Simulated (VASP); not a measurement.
Here is a VASP 6.6.1 calculation.

INCAR

```
PREC     = Accurate       # precision mode
ENCUT    = 520            # plane-wave cutoff, eV
EDIFF    = 1E-6           # SCF threshold, eV
ISMEAR   = -1             # smearing method
SIGMA    = 0.1            # smearing width, eV
LREAL    = F              # projectors in reciprocal space
LASPH    = T              # aspherical terms in the spheres
NELM     = 100            # most SCF steps
ALGO     = Normal         # electronic algorithm
ISIF     = 2              # what is computed and relaxed
LWAVE    = F              # write WAVECAR
LCHARG   = T              # write CHGCAR
GGA      = PE             # functional
LELF     = T              # ELF
LVHAR    = T            
NBANDS   = 13             # bands
```

File KPOINTS:

```
Automatic mesh
0
Gamma
  9 9 9
```

The input POSCAR:

```
Pb
1.0
    0.0000000000      2.4750200000      2.4750200000
    2.4750200000      0.0000000000      2.4750200000
    2.4750200000      2.4750200000      0.0000000000
Pb
1
Direct
    0.0000000000      0.0000000000      0.0000000000
```

Potentials or basis: VASP PAW PBE potentials, release 64 (Pb_d).

The run is started by

```bash
$ cat potpaw_PBE.64/Pb_d/POTCAR > POTCAR
$ mpirun -np 1 vasp_std > vasp.out
```

Question: Predict the pressure.

Answer: 2.2 GPa.

Question: What does it give for the band gap on the k mesh?

Answer: Zero (band 7 reaches 14.70 eV, above the bottom of band 8 at 5.74 eV).

Caveat: spin-orbit coupling is left out, which moves the levels of the heavy elements.
